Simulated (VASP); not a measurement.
# MgO (P6_3/mmc) in VASP: a series of runs, part 3 of 3

VASP 6.6.1.

## (6) Single point, PBE (volume 11.563 Å^3 an atom, c/a of the conventional cell 1.1474)

INCAR

```
  PREC = Accurate
  ENCUT = 520
  EDIFF = 1E-6
  ISMEAR = 0
  SIGMA = 0.05
  LREAL = F
  LASPH = T
  NELM = 80
  ALGO = Normal
  ISIF = 2
  LWAVE = F
  LCHARG = F
  GGA = PE
  NBANDS = 16
```

KPOINTS

```
regular mesh
0
Gamma
  9 9 6
```

POSCAR

```
MgO
1.0
    3.5971759398      0.0000000000      0.0000000000
   -1.7985879699      3.1152457457      0.0000000000
    0.0000000000      0.0000000000      4.1273996733
Mg O
2 2
Direct
    0.6666666667      0.3333333333      0.7500000000
    0.3333333333      0.6666666667      0.2500000000
    0.6666666667      0.3333333333      0.2500000000
    0.3333333333      0.6666666667      0.7500000000
```

Potentials or basis: VASP PAW PBE potentials, release 64 (Mg, O).

On the command line:

```sh
$ cat potpaw_PBE.64/Mg/POTCAR potpaw_PBE.64/O/POTCAR > POTCAR
$ mpirun -np 1 vasp_std > vasp.out
```

OUTCAR:

```text
PREC = Accurate
   ENCUT = 520
   EDIFF = 1E-6
   ISMEAR = 0
   LREAL = F
   LASPH = T
   NELM = 80
   ISIF = 2
   GGA = PE

 ion  position               nearest neighbor table
   1  0.667  0.333  0.750-   3 2.06   3 2.06   4 2.08   4 2.08   4 2.08   2 2.93   2 2.93   2 2.93
                             2 2.93   2 2.93   2 2.93
   2  0.333  0.667  0.250-   4 2.06   4 2.06   3 2.08   3 2.08   3 2.08   1 2.93   1 2.93   1 2.93
                             1 2.93   1 2.93   1 2.93
   3  0.667  0.333  0.250-   1 2.06   1 2.06   2 2.08   2 2.08   2 2.08
   4  0.333  0.667  0.750-   2 2.06   2 2.06   1 2.08   1 2.08   1 2.08

  LATTYP: Found a hexagonal cell.
 ALAT       =     3.5971759398
 C/A-ratio  =     1.1474000000

  Lattice vectors:

 A1 = (   3.5971759398,   0.0000000000,   0.0000000000)
 A2 = (  -1.7985879699,   3.1152457457,   0.0000000000)
 A3 = (   0.0000000000,   0.0000000000,   4.1273996733)

Analysis of symmetry for initial positions (statically):
=====================================================================
 Subroutine PRICEL returns:
 Original cell was already a primitive cell.

 Routine SETGRP: Setting up the symmetry group for a
 hexagonal supercell.

 Subroutine GETGRP returns: Found 24 space group operations
 (whereof 12 operations were pure point group operations)
 out of a pool of 24 trial point group operations.

The static configuration has the point symmetry D_3d.
 The point group associated with its full space group is D_6h.

Analysis of symmetry for dynamics (positions and initial velocities):
=====================================================================
 Subroutine PRICEL returns:
 Original cell was already a primitive cell.

 Routine SETGRP: Setting up the symmetry group for a
 hexagonal supercell.

 Subroutine GETGRP returns: Found 24 space group operations
 (whereof 12 operations were pure point group operations)
 out of a pool of 24 trial point group operations.

The dynamic configuration has the point symmetry D_3d.
 The point group associated with its full space group is D_6h.

 Subroutine INISYM returns: Found 24 space group operations
 (whereof 12 operations are pure point group operations),
 and found     1 'primitive' translations

----------------------------------------------------------------------------------------

                                     Primitive cell

  volume of cell :      46.2520

  direct lattice vectors                    reciprocal lattice vectors
     3.597175940  0.000000000  0.000000000     0.277995855  0.160500982  0.000000000
    -1.798587970  3.115245746  0.000000000     0.000000000  0.321001963  0.000000000
     0.000000000  0.000000000  4.127399673     0.000000000  0.000000000  0.242283297

  length of vectors
     3.597175940  3.597175940  4.127399673     0.321001963  0.321001963  0.242283297

  position of ions in fractional coordinates (direct lattice)
     0.666666667  0.333333333  0.750000000
     0.333333333  0.666666667  0.250000000
     0.666666667  0.333333333  0.250000000
     0.333333333  0.666666667  0.750000000

  ion indices of the primitive-cell ions
   primitive index   ion index
                 1           1
                 2           2
                 3           3
[... 21 lines left out ...]
     0.000000000  0.000000000  0.000000000

 Subroutine IBZKPT returns following result:
 ===========================================

 Found     48 irreducible k-points:

 Following reciprocal coordinates:
            Coordinates               Weight
  0.000000  0.000000  0.000000      1.000000
  0.111111  0.000000  0.000000      6.000000
  0.222222  0.000000  0.000000      6.000000
  0.333333  0.000000  0.000000      6.000000
  0.444444  0.000000  0.000000      6.000000
  0.111111  0.111111  0.000000      6.000000
[... 16 lines left out ...]
  0.333333  0.222222  0.166667     24.000000
  0.333333  0.333333  0.166667      4.000000
 [... further k-points ...]
   k-points           NKPTS =     48   k-points in BZ     NKDIM =     48   number of bands    NBANDS=     16
   number of dos      NEDOS =    301   number of ions     NIONS =      4
   total plane-waves  NPLWV =  25088
   dimension x,y,z NGX =    28 NGY =   28 NGZ =   32
   dimension x,y,z NGXF=    56 NGYF=   56 NGZF=   64
   ions per type =               2   2
   NGX,Y,Z   is equivalent  to a cutoff of  12.94, 12.94, 12.89 a.u.
   NGXF,Y,Z  is equivalent  to a cutoff of  25.88, 25.88, 25.78 a.u.
 SYSTEM =  unknown system
   PREC   = accura    normal or accurate (medium, high low for compatibility)
   ISTART =      0    job   : 0-new  1-cont  2-samecut
   ICHARG =      2    charge: 1-file 2-atom 10-const
   ISPIN  =      1    spin polarized calculation?
   LNONCOLLINEAR =      F non collinear calculations
   LSORBIT =      F    spin-orbit coupling
   LASPH  =      T    aspherical Exc in radial PAW
   ENCUT  =  520.0 eV  38.22 Ry    6.18 a.u.   6.69  6.69  7.67*2*pi/ulx,y,z
   NELM   =     80;   NELMIN=  2; NELMDL= -5     # of ELM steps
   EDIFF  = 0.1E-05   stopping-criterion for ELM
   LREAL  =      F    real-space projection
   EDIFFG = 0.1E-04   stopping-criterion for IOM
   NSW    =      0    number of steps for IOM
   IBRION =     -1    ionic relax: 0-MD 1-quasi-New 2-CG
   NFREE  =      0    steps in history (QN), initial steepest desc. (CG)
   ISIF   =      2    stress and relaxation
   ISYM   =      2    0-nonsym 1-usesym 2-fastsym
   POTIM  = 0.5000    time-step for ionic-motion
   TEBEG  =    0.0;   TEEND  =   0.0 temperature during run
   PSTRESS=    0.0 pullay stress
   NELECT =      16.0000    total number of electrons
   NUPDOWN=      -1.0000    fix difference up-down
   EMIN   =  10.00;   EMAX   =-10.00  energy-range for DOS
   EFERMI =   0.00;   METHOD = LEGACY
   ISMEAR =     0;   SIGMA  =   0.05  broadening in eV -4-tet -1-fermi 0-gaus
   EFERMI_NEDOS =   21; number of points for ismear=-14 and -15
   IALGO  =     38    algorithm
   IMIX   =      4    mixing-type and parameters
     AMIX     =   0.40;   BMIX     =  1.00
     AMIX_MAG =   1.60;   BMIX_MAG =  1.00
  volume/ion in A,a.u.               =      11.56        78.03
  Fermi-wavevector in a.u.,A,eV,Ry     =   1.149224  2.171718 17.969427  1.320716
  Thomas-Fermi vector in A             =   2.285895
   LORBIT       =      0    0 simple, 1 ext, 2 COOP (PROOUT), +10 PAW based schemes
   GGA     = PE    functional components
   LHFCALC =     F    Hartree Fock is set to
   AEXX    =    0.0000 exact exchange contribution
   IVDW    =     0    specifies the selected vdW correction
   LEPSILON=     F    determine dielectric tensor
   LRPA    =     F    only Hartree local field effects (RPA)
 non-spin polarized calculation
 Gauss-broadening in eV      SIGMA  =   0.05
  energy-cutoff  :      520.00
  volume of cell :       46.25
 maximum number of plane-waves:      1287
 NGX is ok and might be reduce to    28
   NGX = 13   NGY = 13   NGZ = 15

 number of electron      16.0000005 magnetization

 Free energy of the ion-electron system (eV)
  ---------------------------------------------------
  ext. energy  EPLUGINS =         0.00000000
  ---------------------------------------------------
  free energy    TOTEN  =       -23.63804328 eV

  energy without entropy =      -23.63804328  energy(sigma->0) =      -23.63804328

 E-fermi :   1.8953     XC(G=0):  -9.8379

 val. band max:        1.5966664606   @ k =   0.0000   0.0000   0.0000
 cond. band min:       4.8492032165   @ k =   0.0000   0.0000   0.0000
 fundamental gap:      3.2525367559
 Fermi energy:         1.8952832973

 k-point     1 :       0.0000    0.0000    0.0000
  band No.  band energies     occupation
      1     -15.0664      2.00000
      2     -13.7308      2.00000
      3      -1.7150      2.00000
      4      -0.0392      2.00000
      5      -0.0392      2.00000
      6       0.9751      2.00000
[... 433 lines left out ...]
      3      -1.6639      2.00000
      4      -1.0303      2.00000
      5      -1.0303      2.00000
      6       0.5799      2.00000
[... 8 lines left out ...]
     15      15.7807      0.00000
     16      17.6195      0.00000

 [... further k-points ...]
[... 5 lines left out ...]
  --------------------------------------------------------------------------------------
  -------------------------------------------------------------------------------------
  Total       -1.1842924     -1.1842924      0.8893761      0.0000000     -0.0000000      0.0000000
  in kB      -41.0240952    -41.0240952     30.8081419      0.0000000     -0.0000000      0.0000000
  external PRESSURE =     -17.0800162 kB  Pullay stress =       0.0000000 kB

 VOLUME and BASIS-vectors are now :
 -----------------------------------------------------------------------------
  energy-cutoff  :      520.00
  volume of cell :       46.25
      direct lattice vectors                 reciprocal lattice vectors
     3.597175940  0.000000000  0.000000000     0.277995855  0.160500982  0.000000000
    -1.798587970  3.115245746  0.000000000     0.000000000  0.321001963  0.000000000
     0.000000000  0.000000000  4.127399673     0.000000000  0.000000000  0.242283297

 POSITION                                       TOTAL-FORCE (eV/Angst)
 -----------------------------------------------------------------------------------
      1.79859      1.03842      3.09555        -0.000000      0.000000     -0.000000
     -0.00000      2.07683      1.03185         0.000000     -0.000000     -0.000000
      1.79859      1.03842      1.03185         0.000000     -0.000000      0.000000
     -0.00000      2.07683      3.09555        -0.000000      0.000000      0.000000
 -----------------------------------------------------------------------------------
    total drift:                               -0.000000      0.000000     -0.000000

  FREE ENERGIE OF THE ION-ELECTRON SYSTEM (eV)
  ---------------------------------------------------
  free  energy   TOTEN  =       -23.6380432782 eV

  energy  without entropy=      -23.6380432782  energy(sigma->0) =      -23.63804328
```

stdout:

```text
POSCAR found type information on POSCAR MgO
 POSCAR found :  2 types and       4 ions
 scaLAPACK will be used
 LDA part: xc-table for (Slater+PW92), standard interpolation
 POSCAR, INCAR and KPOINTS ok, starting setup
 FFT: planning ... GRIDC
 FFT: planning ... GRID_SOFT
 FFT: planning ... GRID
 WAVECAR not read
 entering main loop
```

Wall time 53 s (1 thread of AMD EPYC 7R13, shared host); peak memory 0.15 GiB.

What came out:

```
Free energy            : -23.6380 eV
Pressure               : -1.7 GPa
Band gap on the k mesh : 3.25 eV, direct
```

## (7) The runs side by side

| cell | gap on the mesh (eV) | pressure (GPa) |
| --- | --- | --- |
| a = 3.484, b = 3.484, c = 4.331 Å, angles 90.0, 90.0, 120.0°, 4 atoms | 3.21 | -0.4 |
| a = 3.447, b = 3.447, c = 4.425 Å, angles 90.0, 90.0, 120.0°, 4 atoms | 3.18 | 0.2 |
| a = 3.521, b = 3.521, c = 4.308 Å, angles 90.0, 90.0, 120.0°, 4 atoms | 3.15 | -2.5 |
| a = 3.484, b = 3.484, c = 4.401 Å, angles 90.0, 90.0, 120.0°, 4 atoms | 3.11 | -2.1 |
| a = 3.597, b = 3.597, c = 4.127 Å, angles 90.0, 90.0, 120.0°, 4 atoms | 3.25 | -1.7 |

Alike in all rows: task single point; level PBE; potentials or basis VASP PAW PBE potentials, release 64 (Mg, O); no spin polarisation; k mesh 9 × 9 × 6; cutoff (eV) 520; smearing gaussian 0.05 eV.

Absolute energies hang on the potentials; compare differences alone.
